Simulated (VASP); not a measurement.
# Y (Fm-3m) in VASP: further runs

Y is run at these levels: LDA; tasks: relaxation of cell and atoms.

All numbers are computed with VASP 6.6.1; they aren't measurements. Logs are shortened: lines on timing, memory, paths and dates and some standing lists are left out, and cuts for length are marked.

## Step 1: The cell of the first run

Symmetry: Fm-3m, No. 225, cubic system. Conventional cell: a = 3.657 Å, b = 3.657 Å, c = 3.657 Å, α = 90.00°, β = 90.00°, γ = 90.00°. Within 3.4 Å of Y (site symmetry m-3m) lie 12 Y at 2.59 Å.

## Step 2: Relaxation of cell and atoms, LDA, target pressure 160 GPa, at which the enthalpy is minimised

Input file INCAR:

```
PREC = Accurate
ENCUT = 600
EDIFF = 1E-6
ISMEAR = -1
SIGMA = 0.05
LREAL = F
LASPH = T
NELM = 100
ALGO = Normal
ISIF = 3
LWAVE = F
LCHARG = F
IBRION = 2
NSW = 60
EDIFFG = -0.005
PSTRESS = 1600.0
```

Input file KPOINTS:

```
Automatic mesh
0
Gamma
  18 18 18
```

Input file POSCAR:

```
Y
1.0
    0.0000000000      1.8282846945      1.8282846945
    1.8282846945      0.0000000000      1.8282846945
    1.8282846945      1.8282846945      0.0000000000
Y
1
Direct
    0.0000000000      0.0000000000      0.0000000000
```

Potentials or basis: VASP PAW LDA potentials, release 64 (Y_sv).

Launch:

```console
$ cat potpaw_LDA.64/Y_sv/POTCAR > POTCAR
$ mpirun -np 1 vasp_std > vasp.out
```

OUTCAR:

```text
PREC = Accurate
   ENCUT = 600
   EDIFF = 1E-6
   ISMEAR = -1
   LREAL = F
   LASPH = T
   NELM = 100
   ISIF = 3
   IBRION = 2
   NSW = 60
   EDIFFG = -0.005
   PSTRESS = 1600.0

 ion  position               nearest neighbor table
   1  0.000  0.000  0.000-

  LATTYP: Found a face centered cubic cell.
 ALAT       =     3.6565693890

  Lattice vectors:

 A1 = (   0.0000000000,   1.8282846945,   1.8282846945)
 A2 = (   1.8282846945,   0.0000000000,   1.8282846945)
 A3 = (   1.8282846945,   1.8282846945,   0.0000000000)

Analysis of symmetry for initial positions (statically):
=====================================================================
 Subroutine PRICEL returns:
 Original cell was already a primitive cell.

 Routine SETGRP: Setting up the symmetry group for a
 face centered cubic supercell.

 Subroutine GETGRP returns: Found 48 space group operations
 (whereof 48 operations were pure point group operations)
 out of a pool of 48 trial point group operations.

The static configuration has the point symmetry O_h .

Analysis of symmetry for dynamics (positions and initial velocities):
=====================================================================
 Subroutine PRICEL returns:
 Original cell was already a primitive cell.

 Routine SETGRP: Setting up the symmetry group for a
 face centered cubic supercell.

 Subroutine GETGRP returns: Found 48 space group operations
 (whereof 48 operations were pure point group operations)
 out of a pool of 48 trial point group operations.

The dynamic configuration has the point symmetry O_h .

 Subroutine INISYM returns: Found 48 space group operations
 (whereof 48 operations are pure point group operations),
 and found     1 'primitive' translations

----------------------------------------------------------------------------------------

                                     Primitive cell

  volume of cell :      12.2225

  direct lattice vectors                    reciprocal lattice vectors
     0.000000000  1.828284694  1.828284694    -0.273480384  0.273480384  0.273480384
     1.828284694  0.000000000  1.828284694     0.273480384 -0.273480384  0.273480384
     1.828284694  1.828284694  0.000000000     0.273480384  0.273480384 -0.273480384

  length of vectors
     2.585585011  2.585585011  2.585585011     0.473681920  0.473681920  0.473681920

  position of ions in fractional coordinates (direct lattice)
     0.000000000  0.000000000  0.000000000

  ion indices of the primitive-cell ions
   primitive index   ion index
                 1           1

----------------------------------------------------------------------------------------

 KPOINTS: Automatic mesh

Automatic generation of k-mesh.
 Grid dimensions read from file:
 generate k-points for:   18   18   18

 Generating k-lattice:

  Cartesian coordinates                     Fractional coordinates (reciprocal lattice)
    -0.015193355  0.015193355  0.015193355     0.055555556  0.000000000  0.000000000
     0.015193355 -0.015193355  0.015193355     0.000000000  0.055555556  0.000000000
     0.015193355  0.015193355 -0.015193355     0.000000000  0.000000000  0.055555556

  Length of vectors
     0.026315662  0.026315662  0.026315662

  Shift w.r.t. Gamma in fractional coordinates (k-lattice)
     0.000000000  0.000000000  0.000000000

 Subroutine IBZKPT returns following result:
 ===========================================

 Found    195 irreducible k-points:

 Following reciprocal coordinates:
            Coordinates               Weight
  0.000000  0.000000  0.000000      1.000000
  0.055556  0.000000  0.000000      8.000000
  0.111111  0.000000  0.000000      8.000000
  0.166667  0.000000  0.000000      8.000000
  0.222222  0.000000  0.000000      8.000000
  0.277778  0.000000  0.000000      8.000000
[... 16 lines left out ...]
 -0.277778  0.055556  0.000000     24.000000
 -0.222222  0.055556  0.000000     24.000000
 [... further k-points ...]
   k-points           NKPTS =    195   k-points in BZ     NKDIM =    195   number of bands    NBANDS=      9
   number of dos      NEDOS =    301   number of ions     NIONS =      1
   total plane-waves  NPLWV =  13824
   dimension x,y,z NGX =    24 NGY =   24 NGZ =   24
   dimension x,y,z NGXF=    48 NGYF=   48 NGZF=   48
   ions per type =               1
   NGX,Y,Z   is equivalent  to a cutoff of  15.43, 15.43, 15.43 a.u.
   NGXF,Y,Z  is equivalent  to a cutoff of  30.86, 30.86, 30.86 a.u.
 SYSTEM =  unknown system
   PREC   = accura    normal or accurate (medium, high low for compatibility)
   ISTART =      0    job   : 0-new  1-cont  2-samecut
   ICHARG =      2    charge: 1-file 2-atom 10-const
   ISPIN  =      1    spin polarized calculation?
   LNONCOLLINEAR =      F non collinear calculations
   LSORBIT =      F    spin-orbit coupling
   LASPH  =      T    aspherical Exc in radial PAW
   ENCUT  =  600.0 eV  44.10 Ry    6.64 a.u.   5.16  5.16  5.16*2*pi/ulx,y,z
   NELM   =    100;   NELMIN=  2; NELMDL= -5     # of ELM steps
   EDIFF  = 0.1E-05   stopping-criterion for ELM
   LREAL  =      F    real-space projection
   EDIFFG = -.5E-02   stopping-criterion for IOM
   NSW    =     60    number of steps for IOM
   IBRION =      2    ionic relax: 0-MD 1-quasi-New 2-CG
   NFREE  =      1    steps in history (QN), initial steepest desc. (CG)
   ISIF   =      3    stress and relaxation
   ISYM   =      2    0-nonsym 1-usesym 2-fastsym
   POTIM  = 0.5000    time-step for ionic-motion
   TEBEG  =    0.0;   TEEND  =   0.0 temperature during run
   PSTRESS= 1600.0 pullay stress
   NELECT =      11.0000    total number of electrons
   NUPDOWN=      -1.0000    fix difference up-down
   EMIN   =  10.00;   EMAX   =-10.00  energy-range for DOS
   EFERMI =   0.00;   METHOD = LEGACY
   ISMEAR =    -1;   SIGMA  =   0.05  broadening in eV -4-tet -1-fermi 0-gaus
   EFERMI_NEDOS =   21; number of points for ismear=-14 and -15
   IALGO  =     38    algorithm
   IMIX   =      4    mixing-type and parameters
     AMIX     =   0.40;   BMIX     =  1.00
     AMIX_MAG =   1.60;   BMIX_MAG =  1.00
  volume/ion in A,a.u.               =      12.22        82.48
  Fermi-wavevector in a.u.,A,eV,Ry     =   1.580588  2.986877 33.990852  2.498257
  Thomas-Fermi vector in A             =   2.680792
   LORBIT       =      0    0 simple, 1 ext, 2 COOP (PROOUT), +10 PAW based schemes
   GGA     = CA    functional components
   LHFCALC =     F    Hartree Fock is set to
   AEXX    =    0.0000 exact exchange contribution
   IVDW    =     0    specifies the selected vdW correction
   LEPSILON=     F    determine dielectric tensor
   LRPA    =     F    only Hartree local field effects (RPA)
 conjugate gradient relaxation of ions
 non-spin polarized calculation
  energy-cutoff  :      600.00
  volume of cell :       12.22
 maximum number of plane-waves:       419
 NGX is ok and might be reduce to    24
   NGX = 11   NGY = 11   NGZ = 11

--------------------------------------- Ionic step        1  -------------------------------------------

 number of electron      11.0000000 magnetization

 Free energy of the ion-electron system (eV)
  ---------------------------------------------------
  ext. energy  EPLUGINS =         0.00000000
  ---------------------------------------------------
  free energy    TOTEN  =        -2.54271116 eV

  energy without entropy =       -2.53589202  energy(sigma->0) =       -2.53930159

------------------------ aborting loop because EDIFF is reached ----------------------------------------

  FORCE on cell =-STRESS in cart. coord.  units (eV):
  Direction    XX          YY          ZZ          XY          YZ          ZX
  --------------------------------------------------------------------------------------
  -------------------------------------------------------------------------------------
  Total       12.1922086     12.1922086     12.1922086     -0.0000000     -0.0000000      0.0000000
  in kB     1598.2013712   1598.2013712   1598.2013712     -0.0000000     -0.0000000      0.0000000
  external PRESSURE =      -1.7986288 kB  Pullay stress =    1600.0000000 kB

 VOLUME and BASIS-vectors are now :
 -----------------------------------------------------------------------------
  energy-cutoff  :      600.00
  volume of cell :       12.22
      direct lattice vectors                 reciprocal lattice vectors
     0.000000000  1.828284694  1.828284694    -0.273480384  0.273480384  0.273480384
     1.828284694  0.000000000  1.828284694     0.273480384 -0.273480384  0.273480384
     1.828284694  1.828284694  0.000000000     0.273480384  0.273480384 -0.273480384
[... 155 lines left out ...]
  FREE ENERGIE OF THE ION-ELECTRON SYSTEM (eV)
  ---------------------------------------------------
  free  energy   TOTEN  =        -2.5417386766 eV

  energy  without entropy=       -2.5349190157  energy(sigma->0) =       -2.53832885

  enthalpy is  TOTEN    =         9.6632155530 eV   P V=       12.2049542296

--------------------------------------- Ionic step        6  -------------------------------------------

 number of electron      11.0000000 magnetization

 Free energy of the ion-electron system (eV)
  ---------------------------------------------------
  ext. energy  EPLUGINS =         0.00000000
  ---------------------------------------------------
  free energy    TOTEN  =        -2.54222647 eV

  energy without entropy =       -2.53540554  energy(sigma->0) =       -2.53881601

 E-fermi :   9.8898     XC(G=0): -14.3253

 val. band max:        9.8599185007   @ k =  -0.2778   0.2222   0.0556
 cond. band min:       9.9014974156   @ k =   0.3333   0.1667   0.0000
 fundamental gap:      0.0415789150
 Fermi energy:         9.8897787001

 k-point     1 :       0.0000    0.0000    0.0000
  band No.  band energies     occupation
      1     -33.8190      2.00000
      2      -8.9483      2.00000
      3      -8.9483      2.00000
      4      -8.9483      2.00000
      5       7.4366      2.00000
      6      11.8588      0.00000
      7      11.8588      0.00000
      8      11.8588      0.00000
      9      17.8122      0.00000

 k-point     2 :       0.0556    0.0000    0.0000
  band No.  band energies     occupation
      1     -33.7643      2.00000
      2      -9.2422      2.00000
      3      -8.9792      2.00000
      4      -8.9792      2.00000
      5       7.7061      2.00000
      6      11.6337      0.00000
      7      11.9727      0.00000
      8      11.9727      0.00000
      9      17.5874      0.00000
[... 253 lines left out ...]
 k-point    24 :      -0.2222    0.0556    0.0000
  band No.  band energies     occupation
      1     -32.8548      2.00000
      2     -12.8677      2.00000
      3      -9.7363      2.00000
      4      -9.2948      2.00000
      5       8.2037      2.00000
      6      12.3070      0.00000
      7      12.6030      0.00000
      8      13.0985      0.00000
      9      16.1262      0.00000

 [... further k-points ...]

------------------------ aborting loop because EDIFF is reached ----------------------------------------

  FORCE on cell =-STRESS in cart. coord.  units (eV):
  Direction    XX          YY          ZZ          XY          YZ          ZX
  --------------------------------------------------------------------------------------
  -------------------------------------------------------------------------------------
  Total       12.2081287     12.2081287     12.2081287     -0.0000000     -0.0000000     -0.0000000
  in kB     1600.3521979   1600.3521979   1600.3521979     -0.0000000     -0.0000000     -0.0000000
  external PRESSURE =       0.3521979 kB  Pullay stress =    1600.0000000 kB

 VOLUME and BASIS-vectors are now :
 -----------------------------------------------------------------------------
  energy-cutoff  :      600.00
  volume of cell :       12.22
      direct lattice vectors                 reciprocal lattice vectors
    -0.000000000  1.828260340  1.828260340    -0.273484027  0.273484027  0.273484027
     1.828260340  0.000000000  1.828260340     0.273484027 -0.273484027  0.273484027
     1.828260340  1.828260340 -0.000000000     0.273484027  0.273484027 -0.273484027

 POSITION                                       TOTAL-FORCE (eV/Angst)
 -----------------------------------------------------------------------------------
      0.00000      0.00000      0.00000        -0.000000      0.000000     -0.000000
 -----------------------------------------------------------------------------------
    total drift:                                0.000000      0.000000     -0.000000

  FREE ENERGIE OF THE ION-ELECTRON SYSTEM (eV)
  ---------------------------------------------------
  free  energy   TOTEN  =        -2.5422264707 eV

  energy  without entropy=       -2.5354055449  energy(sigma->0) =       -2.53881601

  enthalpy is  TOTEN    =         9.6632155205 eV   P V=       12.2054419912

 reached required accuracy - stopping structural energy minimisation
```

Wall time 25 s (1 thread of Intel Xeon 6975P-C (Granite Rapids), shared host); peak memory 0.18 GiB.

Results:

```yaml
Free_energy: -2.5422 eV
Energy_change_on_relaxing_the_enthalpy_is_what_falls: +0.5 meV/atom
Ionic_steps: 6
Pressure_after_relaxing: 160.0 GPa
```

The path:
```tsv
step	energy change (eV)	largest force (eV/Å)	pressure (GPa)	volume (Å³)
1	0.0000	0.0000	159.82	12.22
2	0.0243	0.0000	161.03	12.20
3	0.0029	0.0000	160.09	12.22
4	0.0019	0.0000	160.15	12.22
5	0.0010	0.0000	160.10	12.22
6	0.0005	0.0000	160.04	12.22
```

Final structure:
```
Y
1.0
     0.00000    1.82826    1.82826
     1.82826    0.00000    1.82826
     1.82826    1.82826    0.00000
Y
1
Direct
  0.00000 0.00000 0.00000
```

Levels at points of the mesh, in eV from the Fermi level:
```csv
k point,band 2,band 3,band 4,band 5,band 6,band 7,band 8,band 9
"(0.00, 0.00, 0.00)",-18.84,-18.84,-18.84,-2.45,1.97,1.97,1.97,7.92
"(0.50, 0.00, 0.00)",-26.37,-19.75,-19.75,-3.50,1.30,1.30,7.67,12.70
"(0.50, 0.50, 0.00)",-25.73,-21.54,-21.54,-6.01,-4.94,12.84,13.28,14.30
```

Caveat: the cell is relaxed towards a set pressure, so the enthalpy falls and the energy may rise.

## Step 3: Relaxation of cell and atoms, LDA, target pressure 160 GPa, at which the enthalpy is minimised

This run uses another cell than the first one, of 12.19 Å³/atom, 0.997 times its volume.

INCAR, as its differences from that of step 2:

```diff
@@ -7,3 +7,3 @@
 LASPH = T
-NELM = 100
+NELM = 60
 ALGO = Normal
@@ -13,3 +13,3 @@
 IBRION = 2
-NSW = 60
+NSW = 32
 EDIFFG = -0.005
```

Input file KPOINTS:

```
regular mesh
0
Gamma
  18 18 18
```

Input file POSCAR:

```
Y
1.0
    0.0000000000      1.8266843094      1.8266843094
    1.8266843094      0.0000000000      1.8266843094
    1.8266843094      1.8266843094      0.0000000000
Y
1
Direct
    0.0000000000      0.0000000000      0.0000000000
```

Potentials or basis: VASP PAW LDA potentials, release 64 (Y_sv).

Launch:

```console
$ cat potpaw_LDA.64/Y_sv/POTCAR > POTCAR
$ mpirun -np 1 vasp_std > vasp.out
```

Run time: 24 s. Hardware: 1 thread of Intel Xeon 6975P-C (Granite Rapids), shared host; peak memory 0.19 GiB.

It converged, with:

```yaml
Free_energy: -2.5434 eV
Relaxed_volume: 12.22 Å³/atom
Relaxed_cell: a = 2.586 Å, b = 2.586 Å, c = 2.586 Å, α = 60.00°, β = 60.00°, γ = 60.00°
Space_group_after_relaxing_to_0.05_Å: Fm-3m (No. 225)
Energy_change_on_relaxing_the_enthalpy_is_what_falls: -32.8 meV/atom
Ionic_steps: 4
Pressure_after_relaxing: 160.0 GPa
```

Step by step:
| step | energy change (eV) | largest force (eV/Å) | pressure (GPa) | volume (Å³) |
| --- | --- | --- | --- | --- |
| 1 | 0.0000 | 0.0000 | 161.20 | 12.19 |
| 2 | -0.1590 | 0.0000 | 154.66 | 12.35 |
| 3 | -0.0303 | 0.0000 | 160.10 | 12.22 |
| 4 | -0.0328 | 0.0000 | 159.95 | 12.22 |

Final structure:
```
Y
1.0
     0.00000    1.82832    1.82832
     1.82832    0.00000    1.82832
     1.82832    1.82832    0.00000
Y
1
Direct
  0.00000 0.00000 0.00000
```

Levels at points of the mesh, in eV from the Fermi level:
```
           k point  band 1  band 2  band 3  band 4  band 5  band 6  band 7  band 8  band 9
(0.00, 0.00, 0.00)  -43.71  -18.84  -18.84  -18.84   -2.45    1.97    1.97    1.97    7.92
(0.50, 0.00, 0.00)  -41.50  -26.37  -19.75  -19.75   -3.50    1.30    1.30    7.67   12.70
(0.50, 0.50, 0.00)  -40.76  -25.73  -21.54  -21.54   -6.01   -4.94   12.84   13.28   14.30
```

Caveat: the cell is relaxed towards a set pressure, so the enthalpy falls and the energy may rise.
